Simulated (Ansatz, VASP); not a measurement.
# ZnS in VASP and in Ansatz

The input POSCAR:

```
ZnS
1.0
    0.0000000000      2.8128360000      2.8128360000
    2.8128360000      0.0000000000      2.8128360000
    2.8128360000      2.8128360000      0.0000000000
Zn S
1 1
Direct
    0.0000000000      0.0000000000      0.0000000000
    0.7500000000      0.7500000000      0.7500000000
```

File INCAR.step1:

```
PREC     = Accurate       # precision mode
ENCUT    = 520            # plane-wave cutoff, eV
ISMEAR   = 0              # smearing method
SIGMA    = 0.05           # smearing width, eV
LREAL    = F              # projectors in reciprocal space
LASPH    = T              # aspherical terms in the spheres
NELM     = 60             # most SCF steps
NBANDS   = 16             # bands
GGA      = PE             # functional
ALGO     = Normal         # electronic algorithm
EDIFF    = 1E-4           # SCF threshold, eV
LWAVE    = T              # write WAVECAR
LCHARG   = F              # write CHGCAR
```

File INCAR.step2:

```
PREC     = Accurate       # precision mode
ENCUT    = 520            # plane-wave cutoff, eV
EDIFF    = 1E-7           # SCF threshold, eV
ISMEAR   = 0              # smearing method
SIGMA    = 0.05           # smearing width, eV
LREAL    = F              # projectors in reciprocal space
LASPH    = T              # aspherical terms in the spheres
NELM     = 60             # most SCF steps
ALGO     = Normal         # electronic algorithm
ISIF     = 2              # what is computed and relaxed
LWAVE    = F              # write WAVECAR
LCHARG   = F              # write CHGCAR
METAGGA  = R2SCAN         # meta-GGA
LMIXTAU  = T            
NBANDS   = 16             # bands
ISTART   = 1
```

KPOINTS

```
regular mesh
0
Gamma
  8 8 8
```

Input for Ansatz:

```yaml
crystal:
  lattice:
    - [0.0, 2.812836, 2.812836]
    - [2.812836, 0.0, 2.812836]
    - [2.812836, 2.812836, 0.0]
  atoms:
    - { symbol: Zn, position: [0.0, 0.0, 0.0] }
    - { symbol: S, position: [0.75, 0.75, 0.75] }
basis:
  ecutwfc: 500
kpoints:
  mp_grid: { grid: [8, 8, 8] }
hamiltonian:
  xc: r2scan
scf:
  occupations: { method: gaussian, width: 0.05 }
output:
  forces: true
  stress: true
  eigenvalues: true
```

Change from the starting cell: strain +0.040 along x and y, +0.040 along z, atoms carried along.

Alike in both runs: task single point; functional r2SCAN; k mesh 8 × 8 × 8; occupations gaussian, width 0.05 eV; no spin polarisation.

|  | VASP | Ansatz |
| --- | --- | --- |
| version | VASP 6.6.1 | Ansatz 0.2.0 |
| potentials or method | VASP PAW PBE potentials, release 64 (Zn, S), cutoff 520 eV | scalar-relativistic, plane waves, PAW |
| valence electrons in the cell | 18 | 18 |

|  | VASP | Ansatz | Ansatz less VASP |
| --- | --- | --- | --- |
| gap on the k mesh at the Fermi level (eV) | 2.13 | 2.13 | -0.002 |
| least direct gap on the mesh (eV) | 2.13 | 2.13 | -0.002 |
| pressure (GPa) | -7.6 | -7.7 | -0.02 |

VASP's potentials were made for PBE, not for r2SCAN. With one functional, cell and mesh, what is left measures potentials, basis and numerics.
